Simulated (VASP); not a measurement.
Set up this calculation in VASP 6.6.1, as the native input.

* Task: single point
* Functional: PBE
* Potentials or basis: VASP PAW PBE potentials, release 64 (Na_pv, H)
* Cutoff: 500 eV
* k mesh: 8 × 8 × 8
* Occupations: gaussian, width 0.02 eV
* Spin: no spin polarisation
* Dipole correction: no
* Further INCAR settings: ALGO = Normal; EDIFF = 1e-06; NBANDS = 11

The structure of NaH lies in POSCAR:

```
NaH
1.0
    0.0000000000      2.4390153327      2.4390153327
    2.4390153327      0.0000000000      2.4390153327
    2.4390153327      2.4390153327      0.0000000000
Na H
1 1
Direct
    0.0000000000      0.0000000000      0.0000000000
    0.5000000000      0.5000000000      0.5000000000
```

This cell differs from its parent crystal: volume scaled by 1.03.

One way to write it, as run:

INCAR

```
  PREC = Accurate
  ENCUT = 500
  EDIFF = 1E-6
  ISMEAR = 0
  SIGMA = 0.02
  LREAL = F
  LASPH = T
  NELM = 120
  ALGO = Normal
  ISIF = 2
  LWAVE = F
  LCHARG = F
  GGA = PE
  NBANDS = 11
  GGA_COMPAT = F
```

KPOINTS

```
Automatic mesh
0
Gamma
  8 8 8
```

Potentials or basis: VASP PAW PBE potentials, release 64 (Na_pv, H).

The run is started by

```bash
$ cat potpaw_PBE.64/Na_pv/POTCAR potpaw_PBE.64/H/POTCAR > POTCAR
$ mpirun -np 1 vasp_std > vasp.out
```

Results of the run:

```yaml
Pressure: -0.7 GPa
Band_gap_on_the_k_mesh: 3.71 eV, indirect (least direct gap 4.56 eV)
```

Run time: 14 s on 1 thread of Intel Xeon 8259CL, with other jobs on the host, peak memory 0.15 GiB.
